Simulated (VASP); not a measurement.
**SnTe5: single point with PBE**

SnTe5:

```
Sn Te
1.0
     0.00000    4.51214    4.51214
     4.51214    0.00000    4.51214
     4.51214    4.51214    0.00000
Sn Te
1 5
Direct
  0.00000 0.00000 0.00000
  0.75000 0.75000 0.75000
  0.37582 0.37582 0.87254
  0.37582 0.87254 0.37582
  0.37582 0.37582 0.37582
  0.87254 0.37582 0.37582
```

The cell was built from a structure type or drawn by symmetry, and may not be a known phase.

```
Program             : VASP 6.6.1
Task                : single point
Functional          : PBE
Potentials or basis : VASP PAW PBE potentials, release 64 (Sn_d, Te)
Cutoff              : 520 eV
k mesh              : 8 × 8 × 8
Occupations         : gaussian, width 0.1 eV
Spin                : no spin polarisation
```

```yaml
Pressure: -0.1 GPa
Band_gap_on_the_k_mesh: zero (bands 22 and 23 overlap by 1.50 eV)
```

Levels at points of the mesh, in eV from the Fermi level:
```tsv
k point	band 18	band 19	band 20	band 21	band 22	band 23	band 24	band 25	band 26	band 27
(0.00, 0.00, 0.00)	-1.91	-1.91	-1.91	1.09	1.09	1.09	1.38	1.38	1.38	3.72
(0.50, 0.00, 0.00)	-2.11	-2.11	-1.68	-1.01	0.09	0.09	1.18	1.46	1.93	1.93
(0.50, 0.50, 0.00)	-1.95	-1.89	-1.76	-1.66	-0.57	-0.01	-0.01	0.81	1.28	1.28
```

Run time: 84 s on 1 thread of AMD EPYC 9R45 96-Core Processor (Zen 5), with other jobs on the host, peak memory 0.37 GiB.

Caveat: spin-orbit coupling is left out, which moves the levels of the heavy elements.
